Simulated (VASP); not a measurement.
# SnSe2 (P-3m1) in VASP: single point with PBE

Aim: the single point of SnSe2 with PBE.

Program: VASP 6.6.1. These are calculated values, not measurements. Logs are shortened: lines on timing, memory, paths and dates and some standing lists are left out, and cuts for length are marked.

## (1) The cell of the first run

It takes space group P-3m1 (No. 164, trigonal). The conventional cell has a = 3.811 Å, b = 3.811 Å, c = 6.136 Å, α = 90.00°, β = 90.00°, γ = 120.00°. Sn (site symmetry -3m) has 6 Se at 2.68 Å within 3.5 Å. Within 3.5 Å of Se (site symmetry 3m) lie 3 Sn at 2.68 Å.

## (2) Single point, PBE

Input file INCAR:

```
SYSTEM = SnSe2
PREC     = Accurate       ! precision mode
ENCUT    = 500            ! plane-wave cutoff, eV
EDIFF    = 1E-6           ! SCF threshold, eV
ISMEAR   = 0              ! smearing method
SIGMA    = 0.01           ! smearing width, eV
LREAL    = .False.        ! projectors in reciprocal space
LASPH    = .True.         ! aspherical terms in the spheres
NELM     = 120            ! most SCF steps
ALGO     = Normal         ! electronic algorithm
ISIF     = 2              ! what is computed and relaxed
LWAVE    = .False.        ! write WAVECAR
LCHARG   = .False.        ! write CHGCAR
GGA      = PE             ! functional
NBANDS   = 20             ! bands
GGA_COMPAT= .False.
```

Input file KPOINTS:

```
Automatic mesh
0
Gamma
  6 6 4
  0 0 0
```

Input file POSCAR:

```
SnSe2
1.0
    3.8110000000      0.0000000000      0.0000000000
   -1.9055000000      3.3004228138      0.0000000000
    0.0000000000      0.0000000000      6.1360000000
Sn Se
1 2
Direct
    0.0000000000      0.0000000000      0.0000000000
    0.3333333333      0.6666666667      0.2490000000
    0.6666666667      0.3333333333      0.7510000000
```

Potentials or basis: VASP PAW PBE potentials, release 64 (Sn_d, Se).

Command:

```
$ cat potpaw_PBE.64/Sn_d/POTCAR potpaw_PBE.64/Se/POTCAR > POTCAR
$ mpirun -np 1 vasp_std > vasp.out
```

OUTCAR:

```text
SYSTEM = SnSe2
   PREC = Accurate
   ENCUT = 500
   EDIFF = 1E-6
   ISMEAR = 0
   LREAL = .False.
   LASPH = .True.
   NELM = 120
   ISIF = 2
   GGA = PE

 ion  position               nearest neighbor table
   1  0.000  0.000  0.000-   2 2.68   3 2.68   2 2.68   3 2.68   3 2.68   2 2.68
   2  0.333  0.667  0.249-   1 2.68   1 2.68   1 2.68
   3  0.667  0.333  0.751-   1 2.68   1 2.68   1 2.68

  LATTYP: Found a hexagonal cell.
 ALAT       =     3.8110000000
 C/A-ratio  =     1.6100760955

  Lattice vectors:

 A1 = (   3.8110000000,   0.0000000000,   0.0000000000)
 A2 = (  -1.9055000000,   3.3004228138,   0.0000000000)
 A3 = (   0.0000000000,   0.0000000000,   6.1360000000)

Analysis of symmetry for initial positions (statically):
=====================================================================
 Subroutine PRICEL returns:
 Original cell was already a primitive cell.

 Routine SETGRP: Setting up the symmetry group for a
 hexagonal supercell.

 Subroutine GETGRP returns: Found 12 space group operations
 (whereof 12 operations were pure point group operations)
 out of a pool of 24 trial point group operations.

The static configuration has the point symmetry D_3d.

Analysis of symmetry for dynamics (positions and initial velocities):
=====================================================================
 Subroutine PRICEL returns:
 Original cell was already a primitive cell.

 Routine SETGRP: Setting up the symmetry group for a
 hexagonal supercell.

 Subroutine GETGRP returns: Found 12 space group operations
 (whereof 12 operations were pure point group operations)
 out of a pool of 24 trial point group operations.

The dynamic configuration has the point symmetry D_3d.

 Subroutine INISYM returns: Found 12 space group operations
 (whereof 12 operations are pure point group operations),
 and found     1 'primitive' translations

----------------------------------------------------------------------------------------

                                     Primitive cell

  volume of cell :      77.1781

  direct lattice vectors                    reciprocal lattice vectors
     3.811000000  0.000000000  0.000000000     0.262398321  0.151495741  0.000000000
    -1.905500000  3.300422814  0.000000000     0.000000000  0.302991482  0.000000000
     0.000000000  0.000000000  6.136000000     0.000000000  0.000000000  0.162972621

  length of vectors
     3.811000000  3.811000000  6.136000000     0.302991482  0.302991482  0.162972621

  position of ions in fractional coordinates (direct lattice)
     0.000000000  0.000000000  0.000000000
     0.333333333  0.666666667  0.249000000
     0.666666667  0.333333333  0.751000000

  ion indices of the primitive-cell ions
   primitive index   ion index
                 1           1
                 2           2
                 3           3

----------------------------------------------------------------------------------------

 KPOINTS: Automatic mesh

Automatic generation of k-mesh.
 Grid dimensions read from file:
 generate k-points for:    6    6    4

 Generating k-lattice:

  Cartesian coordinates                     Fractional coordinates (reciprocal lattice)
     0.043733053  0.025249290  0.000000000     0.166666667  0.000000000  0.000000000
     0.000000000  0.050498580  0.000000000     0.000000000  0.166666667  0.000000000
     0.000000000  0.000000000  0.040743155     0.000000000  0.000000000  0.250000000

  Length of vectors
     0.050498580  0.050498580  0.040743155

  Shift w.r.t. Gamma in fractional coordinates (k-lattice)
     0.000000000  0.000000000  0.000000000

 Subroutine IBZKPT returns following result:
 ===========================================

 Found     24 irreducible k-points:

 Following reciprocal coordinates:
            Coordinates               Weight
  0.000000  0.000000  0.000000      1.000000
  0.166667 -0.000000  0.000000      6.000000
  0.333333  0.000000  0.000000      6.000000
  0.500000  0.000000  0.000000      3.000000
  0.166667  0.166667  0.000000      6.000000
  0.333333  0.166667  0.000000     12.000000
[... 16 lines left out ...]
  0.333333  0.166667  0.500000     12.000000
  0.333333  0.333333  0.500000      2.000000
   k-points           NKPTS =     24   k-points in BZ     NKDIM =     24   number of bands    NBANDS=     20
   number of dos      NEDOS =    301   number of ions     NIONS =      3
   total plane-waves  NPLWV =  37632
   dimension x,y,z NGX =    28 NGY =   28 NGZ =   48
   dimension x,y,z NGXF=    56 NGYF=   56 NGZF=   96
   ions per type =               1   2
   NGX,Y,Z   is equivalent  to a cutoff of  12.21, 12.21, 13.00 a.u.
   NGXF,Y,Z  is equivalent  to a cutoff of  24.43, 24.43, 26.01 a.u.
 SYSTEM =  SnSe2
   PREC   = accura    normal or accurate (medium, high low for compatibility)
   ISTART =      0    job   : 0-new  1-cont  2-samecut
   ICHARG =      2    charge: 1-file 2-atom 10-const
   ISPIN  =      1    spin polarized calculation?
   LNONCOLLINEAR =      F non collinear calculations
   LSORBIT =      F    spin-orbit coupling
   LASPH  =      T    aspherical Exc in radial PAW
   ENCUT  =  500.0 eV  36.75 Ry    6.06 a.u.   6.95  6.95 11.19*2*pi/ulx,y,z
   NELM   =    120;   NELMIN=  2; NELMDL= -5     # of ELM steps
   EDIFF  = 0.1E-05   stopping-criterion for ELM
   LREAL  =      F    real-space projection
[... 7 lines left out ...]
   TEBEG  =    0.0;   TEEND  =   0.0 temperature during run
   PSTRESS=    0.0 pullay stress
   NELECT =      26.0000    total number of electrons
   NUPDOWN=      -1.0000    fix difference up-down
   EMIN   =  10.00;   EMAX   =-10.00  energy-range for DOS
   EFERMI =   0.00;   METHOD = LEGACY
   ISMEAR =     0;   SIGMA  =   0.01  broadening in eV -4-tet -1-fermi 0-gaus
   EFERMI_NEDOS =   21; number of points for ismear=-14 and -15
   IALGO  =     38    algorithm
   IMIX   =      4    mixing-type and parameters
     AMIX     =   0.40;   BMIX     =  1.00
     AMIX_MAG =   1.60;   BMIX_MAG =  1.00
  volume/ion in A,a.u.               =      25.73       173.61
  Fermi-wavevector in a.u.,A,eV,Ry     =   1.139116  2.152617 17.654722  1.297585
  Thomas-Fermi vector in A             =   2.275820
   LORBIT       =      0    0 simple, 1 ext, 2 COOP (PROOUT), +10 PAW based schemes
   GGA     = PE    functional components
   LHFCALC =     F    Hartree Fock is set to
   AEXX    =    0.0000 exact exchange contribution
   IVDW    =     0    specifies the selected vdW correction
   LEPSILON=     F    determine dielectric tensor
   LRPA    =     F    only Hartree local field effects (RPA)
 non-spin polarized calculation
 Gauss-broadening in eV      SIGMA  =   0.01
  energy-cutoff  :      500.00
  volume of cell :       77.18
 maximum number of plane-waves:      1968
   NGX = 13   NGY = 13   NGZ = 23

 number of electron      26.0000006 magnetization

 Free energy of the ion-electron system (eV)
  ---------------------------------------------------
  ext. energy  EPLUGINS =         0.00000000
  ---------------------------------------------------
  free energy    TOTEN  =       -11.73725941 eV

  energy without entropy =      -11.73725941  energy(sigma->0) =      -11.73725941

 E-fermi :   4.2376     XC(G=0):  -9.4534

 val. band max:        4.1708166415   @ k =   0.0000   0.0000   0.0000
 cond. band min:       4.9859412106   @ k =   0.5000   0.0000   0.2500
 fundamental gap:      0.8151245691
 Fermi energy:         4.2376005946

 k-point     1 :       0.0000    0.0000    0.0000
  band No.  band energies     occupation
      1     -17.0980      2.00000
      2     -17.0980      2.00000
      3     -17.0601      2.00000
      4     -17.0445      2.00000
      5     -17.0445      2.00000
      6      -9.8266      2.00000
[... 12 lines left out ...]
     19      13.1124      0.00000
     20      13.1124      0.00000

 k-point     2 :       0.1667   -0.0000    0.0000
  band No.  band energies     occupation
      1     -17.1121      2.00000
      2     -17.0897      2.00000
      3     -17.0543      2.00000
      4     -17.0479      2.00000
      5     -17.0418      2.00000
      6      -9.5508      2.00000
[... 12 lines left out ...]
     19      12.4451      0.00000
     20      13.3778      0.00000

 k-point     3 :       0.3333    0.0000    0.0000
  band No.  band energies     occupation
      1     -17.1432      2.00000
      2     -17.0803      2.00000
      3     -17.0625      2.00000
      4     -17.0316      2.00000
      5     -17.0287      2.00000
      6      -8.8112      2.00000
[... 12 lines left out ...]
     19      13.1156      0.00000
     20      13.9723      0.00000

 k-point     4 :       0.5000    0.0000    0.0000
  band No.  band energies     occupation
      1     -17.1593      2.00000
      2     -17.0790      2.00000
      3     -17.0672      2.00000
      4     -17.0223      2.00000
      5     -17.0188      2.00000
      6      -8.1628      2.00000
[... 12 lines left out ...]
     19      14.1818      0.00000
     20      14.8216      0.00000

 k-point     5 :       0.1667    0.1667    0.0000
  band No.  band energies     occupation
      1     -17.1285      2.00000
      2     -17.0883      2.00000
      3     -17.0542      2.00000
      4     -17.0463      2.00000
      5     -17.0292      2.00000
      6      -9.0368      2.00000
[... 12 lines left out ...]
     19      11.1840      0.00000
     20      14.3643      0.00000
[... 353 lines left out ...]
      6      -8.0677      2.00000
[... 12 lines left out ...]
     19      14.0406      0.00000
     20      14.9205      0.00000

 k-point    22 :       0.1667    0.1667    0.5000
  band No.  band energies     occupation
      1     -17.1286      2.00000
      2     -17.0883      2.00000
      3     -17.0542      2.00000
      4     -17.0462      2.00000
      5     -17.0291      2.00000
      6      -8.8833      2.00000
[... 12 lines left out ...]
     19      12.2145      0.00000
     20      13.3434      0.00000

 k-point    23 :       0.3333    0.1667    0.5000
  band No.  band energies     occupation
      1     -17.1442      2.00000
      2     -17.0916      2.00000
      3     -17.0581      2.00000
      4     -17.0324      2.00000
      5     -17.0210      2.00000
      6      -8.1342      2.00000
[... 12 lines left out ...]
     19      12.6232      0.00000
     20      13.8335      0.00000

 k-point    24 :       0.3333    0.3333    0.5000
  band No.  band energies     occupation
      1     -17.1202      2.00000
      2     -17.1202      2.00000
      3     -17.0406      2.00000
      4     -17.0406      2.00000
      5     -17.0265      2.00000
      6      -7.6797      2.00000
[... 12 lines left out ...]
     19      13.1681      0.00000
     20      13.2465      0.00000

------------------------ aborting loop because EDIFF is reached ----------------------------------------

  FORCE on cell =-STRESS in cart. coord.  units (eV):
  Direction    XX          YY          ZZ          XY          YZ          ZX
  --------------------------------------------------------------------------------------
  -------------------------------------------------------------------------------------
  Total        2.5084961      2.5084961      3.1647907     -0.0000000     -0.0000000     -0.0000000
  in kB       52.0751018     52.0751018     65.6994437     -0.0000000     -0.0000000     -0.0000000
  external PRESSURE =      56.6165491 kB  Pullay stress =       0.0000000 kB

 VOLUME and BASIS-vectors are now :
 -----------------------------------------------------------------------------
  energy-cutoff  :      500.00
  volume of cell :       77.18
      direct lattice vectors                 reciprocal lattice vectors
     3.811000000  0.000000000  0.000000000     0.262398321  0.151495741  0.000000000
    -1.905500000  3.300422814  0.000000000     0.000000000  0.302991482  0.000000000
     0.000000000  0.000000000  6.136000000     0.000000000  0.000000000  0.162972621

 POSITION                                       TOTAL-FORCE (eV/Angst)
 -----------------------------------------------------------------------------------
      0.00000      0.00000      0.00000        -0.000000      0.000000      0.000000
     -0.00000      2.20028      1.52786        -0.000000      0.000000      0.795994
      1.90550      1.10014      4.60814         0.000000      0.000000     -0.795994
 -----------------------------------------------------------------------------------
    total drift:                                0.000000      0.000000     -0.000000

  FREE ENERGIE OF THE ION-ELECTRON SYSTEM (eV)
  ---------------------------------------------------
  free  energy   TOTEN  =       -11.7372594124 eV

  energy  without entropy=      -11.7372594124  energy(sigma->0) =      -11.73725941
```

Run time: 12 s. Hardware: 1 thread of Intel Xeon 6975P-C (Granite Rapids), shared host; peak memory 0.19 GiB.

Results:

| Quantity | Value |
| --- | --- |
| Free energy | -11.7373 eV |
| Pressure | 5.7 GPa |
| Largest force | 0.796 eV/Å |
| Band gap on the k mesh | 0.82 eV (least direct gap 1.09 eV) |

Forces in eV/Å, atoms in the order of the input:
```
Sn   0.000  0.000  0.000
Se   0.000  0.000  0.796
Se   0.000  0.000 -0.796
```

Stress tensor (GPa, compression positive):
```
5.21 0.00 0.00
0.00 5.21 0.00
0.00 0.00 6.57
```

Caveat: the cell stands under pressure; spin-orbit coupling is left out, which moves the levels of the heavy elements; this functional lacks dispersion, which binds the layers, so the pressure and a relaxed spacing across them are unreliable.
